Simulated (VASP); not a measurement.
Runs of VASP 6.6.1 on Te. The structure is that of space group P6_3/mmc (No. 194), or close to it. The cells are those of the table. 

| cell | k mesh | gap on the mesh (eV) | pressure (GPa) |
| --- | --- | --- | --- |
| a = 3.863, b = 3.863, c = 4.364 Å, angles 90.0, 90.0, 120.0°, 2 atoms | 11 × 11 × 8 | none | 2.6 |
| a = 4.067, b = 4.067, c = 4.594 Å, angles 90.0, 90.0, 120.0°, 2 atoms | 11 × 11 × 8 | none | (a) |
| a = 3.752, b = 3.752, c = 4.239 Å, angles 90.0, 90.0, 120.0°, 2 atoms | 11 × 11 × 8 | none | 10.1 |
| a = 3.916, b = 3.916, c = 4.423 Å, angles 90.0, 90.0, 120.0°, 2 atoms | 11 × 11 × 6 | none | 0.0 |
| a = 3.916, b = 3.916, c = 4.423 Å, angles 90.0, 90.0, 120.0°, 2 atoms | 11 × 11 × 8 | none | 0.0 |

Alike in all rows: task single point; level PBEsol; potentials or basis VASP PAW PBE potentials, release 64 (Te); no spin polarisation; cutoff (eV) 520; smearing fermi-dirac 0.1 eV.

Q: Fill in the values left out.

A: (a) -5.2.

Caveats: the PAW data sets were made with another functional, which shifts forces and pressure a little; spin-orbit coupling is left out, which moves the levels of the heavy elements.

A k mesh can miss the band edges, and the runs leave out spin-orbit coupling on Te.

A gap of «none» marks levels without a gap at the run's occupations.
